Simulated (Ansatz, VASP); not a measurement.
# One calculation of Na, two programs

```
Na
1.0
     3.60702    0.00000    0.00000
    -1.80351    3.12377    0.00000
     0.00000    0.00000   11.78053
Na
4
Direct
  0.00000 0.00000 0.00000
  0.00000 0.00000 0.50000
  0.33333 0.66667 0.25000
  0.66667 0.33333 0.75000
```

Alike in both runs: task single point; functional r2SCAN; k mesh 11 × 11 × 3; occupations fermi-dirac, width 0.1 eV; no spin polarisation.

```csv
,VASP,Ansatz
version,VASP 6.6.1,Ansatz 0.2.0
potentials or method,"VASP PAW PBE potentials, release 64 (Na_pv), cutoff 520 eV","plane waves (500 eV) with PAW, scalar-relativistic"
valence electrons in the cell,28,36
```

|  | VASP | Ansatz | Ansatz less VASP |
| --- | --- | --- | --- |
| pressure (GPa) | 1.3 | 1.3 | -0.07 |
| traceless stress, the component that is largest in VASP (GPa) | 0.15 | 0.15 | +0.007 |

VASP's potentials were made for PBE, not for r2SCAN. The functional is the same, so the differences come from potentials, cutoffs and numerics. VASP's potentials hold 28 valence electrons a cell and Ansatz's 36, so a difference there can come from the potentials and not from the codes.
